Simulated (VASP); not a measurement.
# W (I4/mmm) in VASP: notebook

Runs on W. Level: LDA. Tasks: single point.

Everything below comes from runs of VASP 6.6.1. Logs are shortened: lines on timing, memory, paths and dates and some standing lists are left out, and cuts for length are marked.

### 1 The cell of the first run

The structure is tetragonal, space group I4/mmm (No. 139). The conventional cell has a = 2.809 Å, b = 2.809 Å, c = 4.420 Å, α = 90.00°, β = 90.00°, γ = 90.00°. W (site symmetry 4/mmm) has 12 W at 2.81 to 2.97 Å within 3.7 Å.

### 2 Single point, LDA (engineering shear strain xz +0.0000, normal strain along z +0.1125)

Contents of INCAR:

```
SYSTEM = W
PREC = Accurate
ENCUT = 520
EDIFF = 1E-7
ISMEAR = 0
SIGMA = 0.15
LREAL = .False.
LASPH = .True.
NELM = 80
ALGO = Fast
ISIF = 2
LWAVE = .False.
LCHARG = .False.
GGA = CA
NBANDS = 13
```

Contents of KPOINTS:

```
regular mesh
0
Gamma
  20 20 20
  0 0 0
```

Contents of POSCAR:

```
W
1.0
    0.0000000000      1.9864787842      2.2099576474
    1.9864787842      0.0000000000      2.2099576474
    1.9864787842      1.9864787842      0.0000000000
W
1
Direct
    0.0000000000      0.0000000000      0.0000000000
```

Potentials or basis: VASP PAW LDA potentials, release 64 (W_sv).

The run is started by

```console
cat potpaw_LDA.64/W_sv/POTCAR > POTCAR
mpirun -np 1 vasp_std > vasp.out
```

OUTCAR:

```text
SYSTEM = W
   PREC = Accurate
   ENCUT = 520
   EDIFF = 1E-7
   ISMEAR = 0
   LREAL = .False.
   LASPH = .True.
   NELM = 80
   ISIF = 2
   GGA = CA

 ion  position               nearest neighbor table
   1  0.000  0.000  0.000-

  LATTYP: Found a body centered tetragonal cell.
 ALAT       =     2.8093052380
 C/A-ratio  =     1.5733125881

  Lattice vectors:

 A1 = (  -1.9864787842,   0.0000000000,   2.2099576474)
 A2 = (   1.9864787842,   0.0000000000,   2.2099576474)
 A3 = (   0.0000000000,   1.9864787842,  -2.2099576474)

Analysis of symmetry for initial positions (statically):
=====================================================================
 Subroutine PRICEL returns:
 Original cell was already a primitive cell.

 Routine SETGRP: Setting up the symmetry group for a
 body centered tetragonal supercell.

 Subroutine GETGRP returns: Found 16 space group operations
 (whereof 16 operations were pure point group operations)
 out of a pool of 16 trial point group operations.

The static configuration has the point symmetry D_4h.

Analysis of symmetry for dynamics (positions and initial velocities):
=====================================================================
 Subroutine PRICEL returns:
 Original cell was already a primitive cell.

 Routine SETGRP: Setting up the symmetry group for a
 body centered tetragonal supercell.

 Subroutine GETGRP returns: Found 16 space group operations
 (whereof 16 operations were pure point group operations)
 out of a pool of 16 trial point group operations.

The dynamic configuration has the point symmetry D_4h.

 Subroutine INISYM returns: Found 16 space group operations
 (whereof 16 operations are pure point group operations),
 and found     1 'primitive' translations

----------------------------------------------------------------------------------------

                                     Primitive cell

  volume of cell :      17.4414

  direct lattice vectors                    reciprocal lattice vectors
     0.000000000  1.986478784  2.209957647    -0.251701656  0.251701656  0.226248680
     1.986478784  0.000000000  2.209957647     0.251701656 -0.251701656  0.226248680
     1.986478784  1.986478784  0.000000000     0.251701656  0.251701656 -0.226248680

  length of vectors
     2.971533403  2.971533403  2.809305238     0.421777089  0.421777089  0.421777089

  position of ions in fractional coordinates (direct lattice)
     0.000000000  0.000000000  0.000000000

  ion indices of the primitive-cell ions
   primitive index   ion index
                 1           1

----------------------------------------------------------------------------------------

 KPOINTS: regular mesh

Automatic generation of k-mesh.
 Grid dimensions read from file:
 generate k-points for:   20   20   20

 Generating k-lattice:

  Cartesian coordinates                     Fractional coordinates (reciprocal lattice)
    -0.012585083  0.012585083  0.011312434     0.050000000  0.000000000  0.000000000
     0.012585083 -0.012585083  0.011312434     0.000000000  0.050000000  0.000000000
     0.012585083  0.012585083 -0.011312434    -0.000000000 -0.000000000  0.050000000

  Length of vectors
     0.021088854  0.021088854  0.021088854

  Shift w.r.t. Gamma in fractional coordinates (k-lattice)
     0.000000000  0.000000000  0.000000000

 Subroutine IBZKPT returns following result:
 ===========================================

 Found    641 irreducible k-points:

 Following reciprocal coordinates:
            Coordinates               Weight
  0.000000  0.000000  0.000000      1.000000
  0.050000  0.000000  0.000000      8.000000
  0.100000 -0.000000  0.000000      8.000000
  0.150000  0.000000  0.000000      8.000000
  0.200000 -0.000000  0.000000      8.000000
  0.250000  0.000000  0.000000      8.000000
[... 16 lines left out ...]
 -0.400000  0.050000  0.000000      8.000000
 -0.350000  0.050000  0.000000      8.000000
 [... further k-points ...]
   k-points           NKPTS =    641   k-points in BZ     NKDIM =    641   number of bands    NBANDS=     13
   number of dos      NEDOS =    301   number of ions     NIONS =      1
   total plane-waves  NPLWV =  13824
   dimension x,y,z NGX =    24 NGY =   24 NGZ =   24
   dimension x,y,z NGXF=    48 NGYF=   48 NGZF=   48
   ions per type =               1
   NGX,Y,Z   is equivalent  to a cutoff of  13.43, 13.43, 14.20 a.u.
   NGXF,Y,Z  is equivalent  to a cutoff of  26.85, 26.85, 28.40 a.u.
 SYSTEM =  W
   PREC   = accura    normal or accurate (medium, high low for compatibility)
   ISTART =      0    job   : 0-new  1-cont  2-samecut
   ICHARG =      2    charge: 1-file 2-atom 10-const
   ISPIN  =      1    spin polarized calculation?
   LNONCOLLINEAR =      F non collinear calculations
   LSORBIT =      F    spin-orbit coupling
   LASPH  =      T    aspherical Exc in radial PAW
   ENCUT  =  520.0 eV  38.22 Ry    6.18 a.u.   5.53  5.53  5.22*2*pi/ulx,y,z
   NELM   =     80;   NELMIN=  2; NELMDL= -5     # of ELM steps
   EDIFF  = 0.1E-06   stopping-criterion for ELM
   LREAL  =      F    real-space projection
   EDIFFG = 0.1E-05   stopping-criterion for IOM
   NSW    =      0    number of steps for IOM
   IBRION =     -1    ionic relax: 0-MD 1-quasi-New 2-CG
   NFREE  =      0    steps in history (QN), initial steepest desc. (CG)
   ISIF   =      2    stress and relaxation
   ISYM   =      2    0-nonsym 1-usesym 2-fastsym
   POTIM  = 0.5000    time-step for ionic-motion
   TEBEG  =    0.0;   TEEND  =   0.0 temperature during run
   PSTRESS=    0.0 pullay stress
   NELECT =      14.0000    total number of electrons
   NUPDOWN=      -1.0000    fix difference up-down
   EMIN   =  10.00;   EMAX   =-10.00  energy-range for DOS
   EFERMI =   0.00;   METHOD = LEGACY
   ISMEAR =     0;   SIGMA  =   0.15  broadening in eV -4-tet -1-fermi 0-gaus
   EFERMI_NEDOS =   21; number of points for ismear=-14 and -15
   IALGO  =     68    algorithm
   IMIX   =      4    mixing-type and parameters
     AMIX     =   0.40;   BMIX     =  1.00
     AMIX_MAG =   1.60;   BMIX_MAG =  1.00
  volume/ion in A,a.u.               =      17.44       117.70
  Fermi-wavevector in a.u.,A,eV,Ry     =   1.521447  2.875118 31.494791  2.314802
  Thomas-Fermi vector in A             =   2.630161
   LORBIT       =      0    0 simple, 1 ext, 2 COOP (PROOUT), +10 PAW based schemes
   GGA     = CA    functional components
   LHFCALC =     F    Hartree Fock is set to
   AEXX    =    0.0000 exact exchange contribution
   IVDW    =     0    specifies the selected vdW correction
   LEPSILON=     F    determine dielectric tensor
   LRPA    =     F    only Hartree local field effects (RPA)
 non-spin polarized calculation
 RMM-DIIS sequential band-by-band and
 Gauss-broadening in eV      SIGMA  =   0.15
  energy-cutoff  :      520.00
  volume of cell :       17.44
 maximum number of plane-waves:       483
 NGX is ok and might be reduce to    24
   NGX = 11   NGY = 11   NGZ = 11

 number of electron      13.9999999 magnetization

 Free energy of the ion-electron system (eV)
  ---------------------------------------------------
  ext. energy  EPLUGINS =         0.00000000
  ---------------------------------------------------
  free energy    TOTEN  =       -13.53818022 eV

  energy without entropy =      -13.52601513  energy(sigma->0) =      -13.53209768

 E-fermi :   9.7261     XC(G=0): -13.2917

 val. band max:        9.7258477139   @ k =  -0.3000   0.0000   0.1000
 cond. band min:       9.7281458218   @ k =   0.1500   0.1000   0.0500
 fundamental gap:      0.0022981078
 Fermi energy:         9.7261235071

 k-point     1 :       0.0000    0.0000    0.0000
  band No.  band energies     occupation
      1     -63.8427      2.00000
      2     -27.8507      2.00000
      3     -27.7473      2.00000
      4     -27.7473      2.00000
      5       0.9490      2.00000
      6       8.1513      2.00000
      7       9.5408      1.91944
      8       9.5408      1.91944
      9      10.7166      0.00000
     10      12.7611      0.00000
     11      22.4938      0.00000
     12      25.3102      0.00000
     13      28.2591      0.00000

 k-point     2 :       0.0500    0.0000    0.0000
  band No.  band energies     occupation
      1     -63.8407      2.00000
      2     -27.8602      2.00000
      3     -27.7680      2.00000
      4     -27.7488      2.00000
      5       1.0526      2.00000
      6       8.1783      2.00000
      7       9.4758      1.98172
      8       9.5890      1.80407
      9      10.7023      0.00000
     10      12.6956      0.00000
     11      22.6983      0.00000
     12      25.3893      0.00000
     13      27.8100      0.00000

 k-point     3 :       0.1000   -0.0000    0.0000
  band No.  band energies     occupation
      1     -63.8346      2.00000
      2     -27.8993      2.00000
      3     -27.8155      2.00000
      4     -27.7529      2.00000
      5       1.3550      2.00000
      6       8.2318      2.00000
      7       9.3053      1.99993
      8       9.7239      1.01682
      9      10.6987      0.00000
     10      12.5224      0.00000
     11      23.2545      0.00000
     12      25.3843      0.00000
     13      27.2750      0.00000
[... 305 lines left out ...]
 k-point    23 :      -0.4000    0.0500    0.0000
  band No.  band energies     occupation
      1     -63.7611      2.00000
      2     -28.6911      2.00000
      3     -28.0192      2.00000
      4     -27.7981      2.00000
      5       4.3348      2.00000
      6       8.1805      2.00000
      7       9.3842      1.99873
      8       9.6640      1.44188
      9      13.2549      0.00000
     10      14.3882      0.00000
     11      19.7162      0.00000
     12      22.5285      0.00000
     13      27.5309      0.00000

 k-point    24 :      -0.3500    0.0500    0.0000
  band No.  band energies     occupation
      1     -63.7689      2.00000
      2     -28.6086      2.00000
      3     -28.0022      2.00000
      4     -27.7892      2.00000
      5       4.2076      2.00000
      6       8.2592      2.00000
      7       8.8026      2.00000
      8       9.8014      0.47766
      9      12.7923      0.00000
     10      13.7912      0.00000
     11      20.5405      0.00000
     12      23.4765      0.00000
     13      28.5682      0.00000

 [... further k-points ...]
[... 5 lines left out ...]
  --------------------------------------------------------------------------------------
  -------------------------------------------------------------------------------------
  Total       -3.1900869     -3.1900869     -2.0172568      0.0000000      0.0000000     -0.0000000
  in kB     -293.0429603   -293.0429603   -185.3062062      0.0000000      0.0000000     -0.0000000
  external PRESSURE =    -257.1307089 kB  Pullay stress =       0.0000000 kB

 VOLUME and BASIS-vectors are now :
 -----------------------------------------------------------------------------
  energy-cutoff  :      520.00
  volume of cell :       17.44
      direct lattice vectors                 reciprocal lattice vectors
     0.000000000  1.986478784  2.209957647    -0.251701656  0.251701656  0.226248680
     1.986478784  0.000000000  2.209957647     0.251701656 -0.251701656  0.226248680
     1.986478784  1.986478784  0.000000000     0.251701656  0.251701656 -0.226248680

 POSITION                                       TOTAL-FORCE (eV/Angst)
 -----------------------------------------------------------------------------------
      0.00000      0.00000      0.00000         0.000000      0.000000      0.000000
 -----------------------------------------------------------------------------------
    total drift:                               -0.000000     -0.000000     -0.000000

  FREE ENERGIE OF THE ION-ELECTRON SYSTEM (eV)
  ---------------------------------------------------
  free  energy   TOTEN  =       -13.5381802241 eV

  energy  without entropy=      -13.5260151333  energy(sigma->0) =      -13.53209768
```

Wall time 3 min (1 thread of Intel Xeon 8259CL, shared host); peak memory 0.25 GiB.

Results:

| Item | Value |
| --- | --- |
| Free energy | -13.5382 eV |
| Pressure | -25.7 GPa |
| Band gap on the k mesh | zero (bands 7 and 8 overlap by 3.89 eV) |

Caveat: the cell differs from its parent crystal (engineering shear strain xz +0.0000, normal strain along z +0.1125); the stress differs along the axes, from -29 to -19 GPa; spin-orbit coupling is left out, which moves the levels of the heavy elements.

### 3 Single point, LDA (engineering shear strain xz +0.0000, normal strain along z +0.1500)

Contents of INCAR:

```
ALGO = Fast
EDIFF = 1E-6
ENCUT = 520
ISIF = 2
ISMEAR = 0
LASPH = T
LCHARG = T
LELF = T
LREAL = F
LVHAR = T
LWAVE = F
NBANDS = 13
NELM = 100
PREC = Accurate
SIGMA = 0.15
```

Contents of KPOINTS:

```
k-points
0
Gamma
  20 20 20
```

Contents of POSCAR:

```
W
1.0
    0.0000000000      1.9864787842      2.2844506018
    1.9864787842      0.0000000000      2.2844506018
    1.9864787842      1.9864787842      0.0000000000
W
1
Direct
    0.0000000000      0.0000000000      0.0000000000
```

Potentials or basis: VASP PAW LDA potentials, release 64 (W_sv).

The run is started by

```console
cat potpaw_LDA.64/W_sv/POTCAR > POTCAR
mpirun -np 1 vasp_std > vasp.out
```

It took 2.7 min on 1 thread of Intel Xeon 8259CL, shared host; peak memory 0.24 GiB.

Results (log left out):

* Free energy: -13.4553 eV
* Pressure: -31.8 GPa
* Band gap on the k mesh: zero (bands 7 and 8 overlap by 3.81 eV)

Stress tensor (GPa, compression positive):
```
-34.38   0.00   0.00
  0.00 -34.38   0.00
  0.00   0.00 -26.69
```

Levels at points of the mesh, in eV from the Fermi level:
| k point | band 4 | band 5 | band 6 | band 7 | band 8 | band 9 | band 10 | band 11 |
| --- | --- | --- | --- | --- | --- | --- | --- | --- |
| (0.00, 0.00, 0.00) | -37.64 | -8.68 | -1.84 | -0.06 | -0.06 | 0.49 | 3.08 | 12.75 |
| (0.50, 0.00, 0.00) | -37.68 | -5.34 | -1.79 | -0.05 | 0.33 | 3.65 | 4.35 | 8.91 |
| (0.50, 0.50, 0.00) | -37.83 | -5.31 | -4.11 | 0.90 | 4.27 | 4.54 | 4.54 | 9.06 |
| (0.50, 0.00, 0.50) | -37.99 | -5.09 | -4.19 | 3.35 | 3.57 | 3.58 | 5.79 | 9.49 |

Caveat: the cell differs from its parent crystal (engineering shear strain xz +0.0000, normal strain along z +0.1500); the stress differs along the axes, from -34 to -27 GPa; spin-orbit coupling is left out, which moves the levels of the heavy elements.
